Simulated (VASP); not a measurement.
## TePb (CsCl type): single point with PBE

TePb (CsCl type):

```
Pb Te
1.0
     3.99618    0.00000    0.00000
     0.00000    3.99618    0.00000
     0.00000    0.00000    3.99618
Pb Te
1 1
Direct
  0.00000 0.00000 0.00000
  0.50000 0.50000 0.50000
```

```yaml
Program: VASP 6.6.1
Task: single point
Functional: PBE
Potentials_or_basis: VASP PAW PBE potentials, release 64 (Pb_d, Te)
Cutoff: 520 eV
k_mesh: 11 × 11 × 11
Occupations: fermi-dirac, width 0.1 eV
Spin: no spin polarisation
Dipole_correction: no
Further_INCAR_settings: ALGO = Normal; EDIFF = 1e-07; NBANDS = 17
```

- Pressure: 0.0 GPa
- Band gap on the k mesh: zero (band 10 reaches 6.63 eV, above the bottom of band 11 at 5.58 eV)

Levels at points of the mesh, in eV from the Fermi level:
```csv
k point,band 8,band 9,band 10,band 11,band 12,band 13
"(0.00, 0.00, 0.00)",-1.54,-1.54,-1.54,4.05,4.05,5.31
```

Run time: 25 s on 1 thread of AMD EPYC 9R45 96-Core Processor (Zen 5) (shared host), peak memory 0.18 GiB.

Caveat: spin-orbit coupling is left out, which moves the levels of the heavy elements.
